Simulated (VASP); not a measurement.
Cu, 1 atom in the cell. Symmetry: P2/m, No. 10, monoclinic system. Conventional cell: a = 11.568 Å, b = 2.255 Å, c = 21.267 Å, α = 90.00°, β = 102.48°, γ = 90.00°. Within 3.0 Å of Cu (site symmetry 2/m) lie 2 Cu at 2.25 Å.  This cell differs from its parent crystal: strain -0.0450 x Voigt [0, 0, 1, 0, 0, 0].

```yaml
Program: VASP 6.6.1
Task: single point
Functional: PBEsol
Dispersion: D3(BJ)
Potentials_or_basis: VASP PAW PBE potentials, release 64 (Cu)
Cutoff: 520 eV
k_mesh: 6 × 26 × 4
Occupations: gaussian, width 0.15 eV
Spin: no spin polarisation
Dipole_correction: no
Further_INCAR_settings: ALGO = Fast; EDIFF = 1e-06; NBANDS = 12
```

Potentials or basis: VASP PAW PBE potentials, release 64 (Cu).

The run is started by

```bash
$ cat potpaw_PBE.64/Cu/POTCAR > POTCAR
$ mpirun -np 1 vasp_std > vasp.out
```

Hardware: 1 thread of Intel(R) Xeon(R) 6975P-C (Granite Rapids), with other jobs on the host.

Q: Estimate the wall time of this run.

A: Wall time 16 min on 1 thread of Intel(R) Xeon(R) 6975P-C (Granite Rapids), with other jobs on the host, peak memory 1.5 GiB. Counts: scf iterations 21, k points 196.
